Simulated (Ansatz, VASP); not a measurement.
# InPd: VASP beside Ansatz

The input INCAR:

```
PREC = Accurate ; ENCUT = 520
EDIFF = 1E-7 ; ISMEAR = 0
SIGMA = 0.15 ; LREAL = F
LASPH = T ; NELM = 100
ALGO = Fast ; ISIF = 2
LWAVE = F ; LCHARG = T
GGA = PS ; LELF = T
LVHAR = T ; NBANDS = 18
```

File KPOINTS:

```
regular mesh
0
Gamma
  14 14 14
```

Contents of POSCAR:

```
InPd
1.0
    3.2466286217      0.0000000000      0.0000000000
    0.0000000000      3.2466286217      0.0000000000
    0.0000000000      0.0000000000      3.2466286217
In Pd
1 1
Direct
   -0.0198696357      0.0000000000      0.0000000000
    0.5214376229      0.5000000000      0.5000000000
```

Input for Ansatz:

```yaml
crystal:
  lattice:
    - [3.2466286217, 0.0, 0.0]
    - [0.0, 3.2466286217, 0.0]
    - [0.0, 0.0, 3.2466286217]
  atoms:
    - { symbol: In, position: [-0.0198696357, 0.0, 0.0] }
    - { symbol: Pd, position: [0.5214376229, 0.5, 0.5] }
basis:
  ecutwfc: 420
kpoints:
  mp_grid: { grid: [14, 14, 14] }
hamiltonian:
  xc: pbesol
scf:
  occupations: { method: gaussian, width: 0.15 }
output:
  forces: true
  stress: true
  eigenvalues: true
```

Change from the starting cell: mode 4 frozen in at -0.070 Å, strain +e along z and -e/2 along x and y +0.0000.

Alike in both runs: task single point; functional PBEsol; k mesh 14 × 14 × 14; occupations gaussian, width 0.15 eV; no spin polarisation.

|  | VASP | Ansatz |
| --- | --- | --- |
| version | VASP 6.6.1 | Ansatz 0.2.0 |
| potentials or method | VASP PAW PBE potentials, release 64 (In_d, Pd), cutoff 520 eV | scalar-relativistic, plane waves, PAW |
| valence electrons in the cell | 23 | 31 |

Ansatz gave:

```
gap on the k mesh at the Fermi level (eV)                     : none
pressure (GPa)                                                : 1.0
traceless stress, the component that is largest in VASP (GPa) : -0.54
rms of the force components (eV/Å)                            : 0.333
```

Q: Estimate VASP's values.

A: gap on the k mesh at the Fermi level (eV): none; pressure (GPa): 1.1; traceless stress, the component that is largest in VASP (GPa): -0.55; rms of the force components (eV/Å): 0.337.

VASP's potentials were made for PBE, not for PBEsol. Atom by atom the forces differ by 0.005 eV/Å (rms over components). A gap of «none» marks a metal or a gap that the smearing closes. VASP's potentials hold 23 valence electrons a cell and Ansatz's 31, so a difference there can come from the potentials and not from the codes.
